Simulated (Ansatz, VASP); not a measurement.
Lu in VASP and in Ansatz

Contents of INCAR:

```
PREC = Accurate
ENCUT = 520
EDIFF = 1E-7
ISMEAR = -1
SIGMA = 0.03
LREAL = F
LASPH = T
NELM = 60
ALGO = Normal
ISIF = 2
LWAVE = F
LCHARG = T
GGA = PS
LELF = T
LVHAR = T
NBANDS = 32
```

Contents of KPOINTS:

```
Automatic mesh
0
Gamma
  13 13 8
```

The input POSCAR:

```
Lu
1.0
    3.5215597687      0.0000000000      0.0000000000
   -1.7607798844      3.0497602207      0.0000000000
    0.0000000000      0.0000000000      5.5850938236
Lu
2
Direct
    0.3333333333      0.6666666667      0.2500000000
    0.6666666667      0.3333333333      0.7500000000
```

Input for Ansatz:

```yaml
crystal:
  lattice:
    - [3.5215597687, 0.0, 0.0]
    - [-1.7607798844, 3.0497602207, 0.0]
    - [0.0, 0.0, 5.5850938236]
  atoms:
    - { symbol: Lu, position: [0.3333333333, 0.6666666667, 0.25] }
    - { symbol: Lu, position: [0.6666666667, 0.3333333333, 0.75] }
kpoints:
  mp_grid: { grid: [13, 13, 8] }
  band_path:
    path:
      - [0.0, 0.0, 0.0]
      - [0.5, 0.0, 0.0]
      - [0.3333333333, 0.3333333333, 0.0]
      - [0.0, 0.0, 0.0]
      - [0.0, 0.0, 0.5]
      - [0.5, 0.0, 0.5]
      - [0.3333333333, 0.3333333333, 0.5]
      - [0.0, 0.0, 0.5]
      - [0.5, 0.0, 0.5]
    npoints: 5
scf:
  occupations: { method: fermi_dirac, width: 0.03 }
hamiltonian:
  xc: pbesol
  pseudopotentials: { kind: all_electron, lapw: { basis_error: 0.0005 } }
output:
  forces: true
  stress: true
  eigenvalues: true
```

Change from the starting cell: volume scaled by 1.01.

Alike in both runs: task single point; functional PBEsol; k mesh 13 × 13 × 8; occupations fermi-dirac, width 0.03 eV; no spin polarisation.

```csv
,VASP,Ansatz
version,VASP 6.6.1,Ansatz 0.2.0
potentials or method,"VASP PAW PBE potentials, release 64 (Lu), cutoff 520 eV","all-electron LAPW, scalar-relativistic"
```

Ansatz gave:

| Property | Result |
| --- | --- |
| pressure (GPa) | -3.7 |
| traceless stress, the component that is largest in VASP (GPa) | -0.76 |

**Question.** Estimate VASP's values.

**Answer.** Pressure (GPa): -3.6; traceless stress, the component that is largest in VASP (GPa): -0.76.

VASP's potentials were made for PBE, not for PBEsol. Ansatz ran all-electron here, and VASP with PAW potentials.

Neither program's run includes spin-orbit coupling.
